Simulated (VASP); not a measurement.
ZnCu, 2 atoms in the cell. Symmetry: Cmmm, No. 65, orthorhombic system. Conventional cell: a = 4.123 Å, b = 4.207 Å, c = 2.945 Å, α = 90.00°, β = 90.00°, γ = 90.00°. Within 3.3 Å of Zn (site symmetry mmm) lie 8 Cu at 2.53 to 2.57 Å and 6 Zn at 2.94 to 2.95 Å. Within 3.3 Å of Cu (site symmetry mmm) lie 8 Zn at 2.53 to 2.57 Å and 6 Cu at 2.94 to 2.95 Å.  This cell differs from its parent crystal: xy shear strain of -2 %.

```yaml
Program: VASP 6.6.1
Task: electric field gradients
Functional: PBE
Potentials_or_basis: VASP PAW PBE potentials, release 64 (Zn, Cu)
Cutoff: 520 eV
k_mesh: 14 × 14 × 14
Occupations: fermi-dirac, width 0.08 eV
Spin: no spin polarisation
Dipole_correction: no
Further_INCAR_settings: ALGO = Normal; EDIFF = 1e-08; NBANDS = 18
```

Potentials or basis: VASP PAW PBE potentials, release 64 (Zn, Cu).

Run with:

```console
$ cat potpaw_PBE.64/Zn/POTCAR potpaw_PBE.64/Cu/POTCAR > POTCAR
$ mpirun -np 1 vasp_std > vasp.out
```

Hardware: 1 thread of Intel Xeon 8259CL (shared host).

Task: How long does it take, and how much memory?

Result: Run time: 3.8 min on 1 thread of Intel Xeon 8259CL, with other jobs on the host, peak memory 0.32 GiB. Counts: scf iterations 16, k points 456.
